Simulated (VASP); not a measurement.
Crystal: PtSe2.

```
Pt Se
1.0
     3.77301    0.00000    0.00000
    -1.88650    3.26752    0.00000
     0.00000    0.00000    5.12861
Pt Se
1 2
Direct
  0.00000 0.00000 0.00000
  0.66667 0.33333 0.75000
  0.33333 0.66667 0.25000
```

Base run:

```yaml
Program: VASP 6.6.1
Functional: r2SCAN
Potentials_or_basis: VASP PAW PBE potentials, release 64 (Pt, Se)
Cutoff: 520 eV
k_mesh: 8 × 8 × 5
Occupations: fermi-dirac, width 0.05 eV
Spin: no spin polarisation
```

Its results: band gap on the k mesh zero (bands 11 and 12 overlap by 0.16 eV); pressure -0.3 GPa; largest force 0.077 eV/Å.

The run is repeated on the same cell with these changes: dispersion from none to rVV10. What comes out?

Band gap on the k mesh zero (bands 11 and 12 overlap by 0.17 eV); pressure -1.2 GPa; largest force 0.022 eV/Å.

Dispersion adds attraction, which lowers the pressure at fixed volume.

Caveats: the PAW data sets were made with another functional, which shifts forces and pressure a little; spin-orbit coupling is left out, which moves the levels of the heavy elements.
